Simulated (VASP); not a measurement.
Set up this calculation in VASP 6.6.1, as the native input.

- Task: single point
- Functional: LDA
- Potentials or basis: VASP PAW LDA potentials, release 64 (Re)
- Cutoff: 520 eV
- k mesh: 16 × 16 × 16
- Occupations: fermi-dirac, width 0.1 eV
- Spin: no spin polarisation
- Dipole correction: no
- Further INCAR settings: ALGO = Normal; EDIFF = 1e-07; NBANDS = 10

The structure of Re lies in POSCAR:

```
Re
1.0
   -1.5347531587      1.5347531587      1.5347531587
    1.5347531587     -1.5347531587      1.5347531587
    1.5347531587      1.5347531587     -1.5347531587
Re
1
Direct
    0.0000000000      0.0000000000      0.0000000000
```

One way to write it, as run:

INCAR

```
SYSTEM = Re
PREC     = Accurate       ! precision mode
ENCUT    = 520            ! plane-wave cutoff, eV
EDIFF    = 1E-7           ! SCF threshold, eV
ISMEAR   = -1             ! smearing method
SIGMA    = 0.1            ! smearing width, eV
LREAL    = .FALSE.        ! projectors in reciprocal space
LASPH    = .TRUE.         ! aspherical terms in the spheres
NELM     = 60             ! most SCF steps
ALGO     = Normal         ! electronic algorithm
ISIF     = 2              ! what is computed and relaxed
LWAVE    = .FALSE.        ! write WAVECAR
LCHARG   = .FALSE.        ! write CHGCAR
GGA      = CA             ! functional
NBANDS   = 10             ! bands
```

KPOINTS

```
Automatic mesh
0
G
  16 16 16
  0 0 0
```

Potentials or basis: VASP PAW LDA potentials, release 64 (Re).

Command:

```bash
$ cat potpaw_LDA.64/Re/POTCAR > POTCAR
$ mpirun -np 1 vasp_std > vasp.out
```

It gave:

```yaml
Pressure: 1.8 GPa
```

It took 11 s on 1 thread of Intel(R) Xeon(R) Platinum 8488C (Sapphire Rapids) (shared host), peak memory 0.13 GiB.
